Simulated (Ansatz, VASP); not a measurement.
# Ta2N: VASP beside Ansatz

```
CELL_PARAMETERS angstrom
3.07332 0.00000 0.00000
-1.53666 2.66157 0.00000
0.00000 0.00000 4.89528
ATOMIC_POSITIONS crystal
Ta 0.66667 0.33333 0.74298
Ta 0.33333 0.66667 0.25702
N 0.00000 0.00000 0.00000
```

Alike in both runs: functional r2SCAN; k mesh 18 × 18 × 10; occupations gaussian, width 0.1 eV; no spin polarisation.

Ansatz relaxed the structure, and its values are those at the end. VASP's run is a single point on that final structure, the one shown.

|  | VASP | Ansatz |
| --- | --- | --- |
| version | VASP 6.6.1 | Ansatz 0.2.0 |
| potentials or method | VASP PAW PBE potentials, release 64 (Ta_pv, N), cutoff 520 eV | scalar-relativistic, plane waves, PAW |
| valence electrons in the cell | 27 | 31 |

|  | VASP | Ansatz | Ansatz less VASP |
| --- | --- | --- | --- |
| gap on the k mesh at the Fermi level (eV) | none | none | - |
| pressure (GPa) | 1.1 | 0.0 | -1.10 |
| rms of the force components (eV/Å) | 0.035 | 0.000 | -0.0347 |

VASP's potentials were made for PBE, not for r2SCAN. A gap of «none» marks a metal or a gap that the smearing closes. With one functional, cell and mesh, what is left measures potentials, basis and numerics. VASP's potentials hold 27 valence electrons a cell and Ansatz's 31, so a difference there can come from the potentials and not from the codes.

Neither program's run includes spin-orbit coupling.
